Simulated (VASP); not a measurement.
Ti4C, 5 atoms in the cell. The cell holds a slab with vacuum, 5 atoms: a = 3.256 Å, b = 3.256 Å, c = 20.180 Å, α = 90.00°, β = 90.00°, γ = 90.00°. 

| Quantity | Value |
| --- | --- |
| Program | VASP 6.6.1 |
| Task | single point |
| Functional | PBE |
| Potentials or basis | VASP PAW PBE potentials, release 64 (Ti_sv, C) |
| Cutoff | 520 eV |
| k mesh | 8 × 8 × 1 |
| Occupations | gaussian, width 0.1 eV |
| Spin | no spin polarisation |
| Dipole correction | yes |
| Further INCAR settings | ALGO = Normal; EDIFF = 1e-06; NBANDS = 34 |

Potentials or basis: VASP PAW PBE potentials, release 64 (Ti_sv, C).

Launch:

```bash
$ cat potpaw_PBE.64/Ti_sv/POTCAR potpaw_PBE.64/C/POTCAR > POTCAR
$ mpirun -np 1 vasp_std > vasp.out
```

Hardware: 1 thread of Intel(R) Xeon(R) Platinum 8375C CPU @ 2.90GHz (Ice Lake) (shared host).

Estimate the wall time of this run.

Run time: 7.2 min on 1 thread of Intel(R) Xeon(R) Platinum 8375C CPU @ 2.90GHz (Ice Lake) (shared host), peak memory 0.36 GiB. Counts: scf iterations 29, k points 25.
